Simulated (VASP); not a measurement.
# Ru (P6_3/mmc) in VASP: single point with LDA

Aim: the single point of Ru with LDA.

All numbers are computed with VASP 6.6.1; they aren't measurements. Logs are shortened: lines on timing, memory, paths and dates and some standing lists are left out, and cuts for length are marked.

## (1) The cell of the first run

Symmetry: P6_3/mmc, No. 194, hexagonal system. Conventional cell: a = 2.675 Å, b = 2.675 Å, c = 4.224 Å, α = 90.00°, β = 90.00°, γ = 120.00°. Ru (site symmetry -6m2) has 12 Ru at 2.62 to 2.68 Å within 3.5 Å.

## (2) Single point, LDA

INCAR

```
SYSTEM = Ru
ALGO     = Normal         ! electronic algorithm
EDIFF    = 1E-6           ! SCF threshold, eV
ENCUT    = 560            ! plane-wave cutoff, eV
GGA_COMPAT= .False.      
ISIF     = 2              ! what is computed and relaxed
ISMEAR   = -1             ! smearing method
LASPH    = .True.         ! aspherical terms in the spheres
LCHARG   = .False.        ! write CHGCAR
LREAL    = .False.        ! projectors in reciprocal space
LWAVE    = .False.        ! write WAVECAR
NBANDS   = 23             ! bands
NELM     = 120            ! most SCF steps
PREC     = Accurate       ! precision mode
SIGMA    = 0.1            ! smearing width, eV
```

KPOINTS

```
k-points
0
Gamma
  19 19 10
  0 0 0
```

POSCAR

```
Ru
1.0
    2.6752164047      0.0000000000      0.0000000000
   -1.3376082023      2.3168053671      0.0000000000
    0.0000000000      0.0000000000      4.2244496840
Ru
2
Direct
    0.3333333333      0.6666666667      0.2500000000
    0.6666666667      0.3333333333      0.7500000000
```

Potentials or basis: VASP PAW LDA potentials, release 64 (Ru_sv).

Started as:

```
$ cat potpaw_LDA.64/Ru_sv/POTCAR > POTCAR
$ mpirun -np 1 vasp_std > vasp.out
```

OUTCAR:

```text
SYSTEM = Ru
   EDIFF = 1E-6
   ENCUT = 560
   ISIF = 2
   ISMEAR = -1
   LASPH = .True.
   LREAL = .False.
   NELM = 120
   PREC = Accurate

 ion  position               nearest neighbor table
   1  0.333  0.667  0.250-   2 2.62   2 2.62   2 2.62   2 2.62   2 2.62   2 2.62
   2  0.667  0.333  0.750-   1 2.62   1 2.62   1 2.62   1 2.62   1 2.62   1 2.62

  LATTYP: Found a hexagonal cell.
 ALAT       =     2.6752164047
 C/A-ratio  =     1.5791057787

  Lattice vectors:

 A1 = (   2.6752164047,   0.0000000000,   0.0000000000)
 A2 = (  -1.3376082023,   2.3168053671,   0.0000000000)
 A3 = (   0.0000000000,   0.0000000000,   4.2244496840)

Analysis of symmetry for initial positions (statically):
=====================================================================
 Subroutine PRICEL returns:
 Original cell was already a primitive cell.

 Routine SETGRP: Setting up the symmetry group for a
 hexagonal supercell.

 Subroutine GETGRP returns: Found 24 space group operations
 (whereof 12 operations were pure point group operations)
 out of a pool of 24 trial point group operations.

The static configuration has the point symmetry D_3d.
 The point group associated with its full space group is D_6h.

Analysis of symmetry for dynamics (positions and initial velocities):
=====================================================================
 Subroutine PRICEL returns:
 Original cell was already a primitive cell.

 Routine SETGRP: Setting up the symmetry group for a
 hexagonal supercell.

 Subroutine GETGRP returns: Found 24 space group operations
 (whereof 12 operations were pure point group operations)
 out of a pool of 24 trial point group operations.

The dynamic configuration has the point symmetry D_3d.
 The point group associated with its full space group is D_6h.

 Subroutine INISYM returns: Found 24 space group operations
 (whereof 12 operations are pure point group operations),
 and found     1 'primitive' translations

----------------------------------------------------------------------------------------

                                     Primitive cell

  volume of cell :      26.1830

  direct lattice vectors                    reciprocal lattice vectors
     2.675216405  0.000000000  0.000000000     0.373801536  0.215814417  0.000000000
    -1.337608202  2.316805367  0.000000000     0.000000000  0.431628834  0.000000000
     0.000000000  0.000000000  4.224449684     0.000000000  0.000000000  0.236717223

  length of vectors
     2.675216405  2.675216405  4.224449684     0.431628834  0.431628834  0.236717223

  position of ions in fractional coordinates (direct lattice)
     0.333333333  0.666666667  0.250000000
     0.666666667  0.333333333  0.750000000

  ion indices of the primitive-cell ions
   primitive index   ion index
                 1           1
                 2           2

----------------------------------------------------------------------------------------

 KPOINTS: k-points

Automatic generation of k-mesh.
 Grid dimensions read from file:
 generate k-points for:   19   19   10

 Generating k-lattice:

  Cartesian coordinates                     Fractional coordinates (reciprocal lattice)
     0.019673765  0.011358654  0.000000000     0.052631579  0.000000000  0.000000000
     0.000000000  0.022717307  0.000000000     0.000000000  0.052631579  0.000000000
     0.000000000  0.000000000  0.023671722     0.000000000  0.000000000  0.100000000

  Length of vectors
     0.022717307  0.022717307  0.023671722

  Shift w.r.t. Gamma in fractional coordinates (k-lattice)
     0.000000000  0.000000000  0.000000000

 Subroutine IBZKPT returns following result:
 ===========================================

 Found    240 irreducible k-points:

 Following reciprocal coordinates:
            Coordinates               Weight
  0.000000  0.000000  0.000000      1.000000
  0.052632  0.000000  0.000000      6.000000
  0.105263  0.000000  0.000000      6.000000
  0.157895  0.000000  0.000000      6.000000
  0.210526  0.000000  0.000000      6.000000
  0.263158  0.000000  0.000000      6.000000
[... 16 lines left out ...]
  0.263158  0.105263  0.000000     12.000000
  0.315789  0.105263  0.000000     12.000000
 [... further k-points ...]
   k-points           NKPTS =    240   k-points in BZ     NKDIM =    240   number of bands    NBANDS=     23
   number of dos      NEDOS =    301   number of ions     NIONS =      2
   total plane-waves  NPLWV =  20736
   dimension x,y,z NGX =    24 NGY =   24 NGZ =   36
   dimension x,y,z NGXF=    48 NGYF=   48 NGZF=   72
   ions per type =               2
   NGX,Y,Z   is equivalent  to a cutoff of  14.91, 14.91, 14.17 a.u.
   NGXF,Y,Z  is equivalent  to a cutoff of  29.83, 29.83, 28.33 a.u.
 SYSTEM =  Ru
   PREC   = accura    normal or accurate (medium, high low for compatibility)
   ISTART =      0    job   : 0-new  1-cont  2-samecut
   ICHARG =      2    charge: 1-file 2-atom 10-const
   ISPIN  =      1    spin polarized calculation?
   LNONCOLLINEAR =      F non collinear calculations
   LSORBIT =      F    spin-orbit coupling
   LASPH  =      T    aspherical Exc in radial PAW
   ENCUT  =  560.0 eV  41.16 Ry    6.42 a.u.   5.16  5.16  8.15*2*pi/ulx,y,z
   NELM   =    120;   NELMIN=  2; NELMDL= -5     # of ELM steps
   EDIFF  = 0.1E-05   stopping-criterion for ELM
   LREAL  =      F    real-space projection
   EDIFFG = 0.1E-04   stopping-criterion for IOM
   NSW    =      0    number of steps for IOM
   IBRION =     -1    ionic relax: 0-MD 1-quasi-New 2-CG
   NFREE  =      0    steps in history (QN), initial steepest desc. (CG)
   ISIF   =      2    stress and relaxation
   ISYM   =      2    0-nonsym 1-usesym 2-fastsym
   POTIM  = 0.5000    time-step for ionic-motion
   TEBEG  =    0.0;   TEEND  =   0.0 temperature during run
   PSTRESS=    0.0 pullay stress
   NELECT =      32.0000    total number of electrons
   NUPDOWN=      -1.0000    fix difference up-down
   EMIN   =  10.00;   EMAX   =-10.00  energy-range for DOS
   EFERMI =   0.00;   METHOD = LEGACY
   ISMEAR =    -1;   SIGMA  =   0.10  broadening in eV -4-tet -1-fermi 0-gaus
   EFERMI_NEDOS =   21; number of points for ismear=-14 and -15
   IALGO  =     38    algorithm
   IMIX   =      4    mixing-type and parameters
     AMIX     =   0.40;   BMIX     =  1.00
     AMIX_MAG =   1.60;   BMIX_MAG =  1.00
  volume/ion in A,a.u.               =      13.09        88.35
  Fermi-wavevector in a.u.,A,eV,Ry     =   1.750325  3.307634 41.683306  3.063637
  Thomas-Fermi vector in A             =   2.821066
   LORBIT       =      0    0 simple, 1 ext, 2 COOP (PROOUT), +10 PAW based schemes
   GGA     = CA    functional components
   LHFCALC =     F    Hartree Fock is set to
   AEXX    =    0.0000 exact exchange contribution
   IVDW    =     0    specifies the selected vdW correction
   LEPSILON=     F    determine dielectric tensor
   LRPA    =     F    only Hartree local field effects (RPA)
 non-spin polarized calculation
  energy-cutoff  :      560.00
  volume of cell :       26.18
 maximum number of plane-waves:       808
 NGX is ok and might be reduce to    24
   NGX = 11   NGY = 11   NGZ = 17

 number of electron      32.0000002 magnetization

 Free energy of the ion-electron system (eV)
  ---------------------------------------------------
  ext. energy  EPLUGINS =         0.00000000
  ---------------------------------------------------
  free energy    TOTEN  =       -21.42621097 eV

  energy without entropy =      -21.37665123  energy(sigma->0) =      -21.40143110

 E-fermi :  15.7269     XC(G=0): -14.7425

 val. band max:       15.7267802059   @ k =   0.2105   0.0000   0.4000
 cond. band min:      15.7279367075   @ k =   0.3684   0.0000   0.3000
 fundamental gap:      0.0011565016
 Fermi energy:        15.7268964518

 k-point     1 :       0.0000    0.0000    0.0000
  band No.  band energies     occupation
      1     -57.1027      2.00000
      2     -56.8570      2.00000
      3     -27.8911      2.00000
      4     -26.8200      2.00000
      5     -26.8200      2.00000
      6     -26.6244      2.00000
[... 15 lines left out ...]
     22      30.5880      0.00000
     23      33.1530      0.00000

 k-point     2 :       0.0526    0.0000    0.0000
  band No.  band energies     occupation
      1     -57.0979      2.00000
      2     -56.8551      2.00000
      3     -27.8802      2.00000
      4     -26.8433      2.00000
      5     -26.8280      2.00000
      6     -26.6486      2.00000
[... 15 lines left out ...]
     22      30.7838      0.00000
     23      33.2797      0.00000

 k-point     3 :       0.1053    0.0000    0.0000
  band No.  band energies     occupation
      1     -57.0838      2.00000
      2     -56.8497      2.00000
      3     -27.8482      2.00000
      4     -26.9105      2.00000
      5     -26.8504      2.00000
      6     -26.7179      2.00000
[... 15 lines left out ...]
     22      31.3044      0.00000
     23      33.6178      0.00000

 k-point     4 :       0.1579    0.0000    0.0000
  band No.  band energies     occupation
      1     -57.0617      2.00000
      2     -56.8418      2.00000
      3     -27.7968      2.00000
      4     -27.0144      2.00000
      5     -26.8843      2.00000
      6     -26.8233      2.00000
[... 15 lines left out ...]
     22      31.8227      0.00000
     23      33.9046      0.00000

 k-point     5 :       0.2105    0.0000    0.0000
  band No.  band energies     occupation
      1     -57.0334      2.00000
      2     -56.8327      2.00000
      3     -27.7287      2.00000
      4     -27.1437      2.00000
      5     -26.9517      2.00000
      6     -26.9253      2.00000
[... 434 lines left out ...]
 k-point    22 :       0.2105    0.1053    0.0000
  band No.  band energies     occupation
      1     -56.9910      2.00000
      2     -56.8215      2.00000
      3     -27.6216      2.00000
      4     -27.2812      2.00000
      5     -27.1687      2.00000
      6     -26.9527      2.00000
[... 15 lines left out ...]
     22      29.8255      0.00000
     23      31.3863      0.00000

 k-point    23 :       0.2632    0.1053    0.0000
  band No.  band energies     occupation
      1     -56.9591      2.00000
      2     -56.8156      2.00000
      3     -27.5351      2.00000
      4     -27.4089      2.00000
      5     -27.2599      2.00000
      6     -27.0173      2.00000
[... 15 lines left out ...]
     22      28.0243      0.00000
     23      30.2513      0.00000

 k-point    24 :       0.3158    0.1053    0.0000
  band No.  band energies     occupation
      1     -56.9290      2.00000
      2     -56.8129      2.00000
      3     -27.5197      2.00000
      4     -27.4477      2.00000
      5     -27.3374      2.00000
      6     -27.0718      2.00000
[... 15 lines left out ...]
     22      26.7943      0.00000
     23      29.1680      0.00000

 [... further k-points ...]

------------------------ aborting loop because EDIFF is reached ----------------------------------------

  FORCE on cell =-STRESS in cart. coord.  units (eV):
  Direction    XX          YY          ZZ          XY          YZ          ZX
  --------------------------------------------------------------------------------------
  -------------------------------------------------------------------------------------
  Total        0.0895747      0.0895747      0.0902464      0.0000000     -0.0000000     -0.0000000
  in kB        5.4812216      5.4812216      5.5223220      0.0000000     -0.0000000     -0.0000000
  external PRESSURE =       5.4949218 kB  Pullay stress =       0.0000000 kB

 VOLUME and BASIS-vectors are now :
 -----------------------------------------------------------------------------
  energy-cutoff  :      560.00
  volume of cell :       26.18
      direct lattice vectors                 reciprocal lattice vectors
     2.675216405  0.000000000  0.000000000     0.373801536  0.215814417  0.000000000
    -1.337608202  2.316805367  0.000000000     0.000000000  0.431628834  0.000000000
     0.000000000  0.000000000  4.224449684     0.000000000  0.000000000  0.236717223

 POSITION                                       TOTAL-FORCE (eV/Angst)
 -----------------------------------------------------------------------------------
     -0.00000      1.54454      1.05611        -0.000000      0.000000      0.000000
      1.33761      0.77227      3.16834         0.000000     -0.000000      0.000000
 -----------------------------------------------------------------------------------
    total drift:                               -0.000000      0.000000     -0.000000

  FREE ENERGIE OF THE ION-ELECTRON SYSTEM (eV)
  ---------------------------------------------------
  free  energy   TOTEN  =       -21.4262109707 eV

  energy  without entropy=      -21.3766512281  energy(sigma->0) =      -21.40143110
```

It took 99 s on 1 thread of AMD EPYC 7R43 (Zen 3), shared host; peak memory 0.2 GiB.

Results:

```yaml
Free_energy: -21.4262 eV
Pressure: 0.5 GPa
Band_gap_on_the_k_mesh: zero (bands 16 and 17 overlap by 3.31 eV)
```

Levels at points of the mesh, in eV from the Fermi level:
```
           k point  band 14  band 15  band 16  band 17  band 18  band 19
(0.00, 0.00, 0.00)    -2.05    -2.05    -1.51    -1.51     1.25     1.25
(0.00, 0.00, 0.50)    -2.96    -2.85    -2.85     0.58     0.58     0.58
```
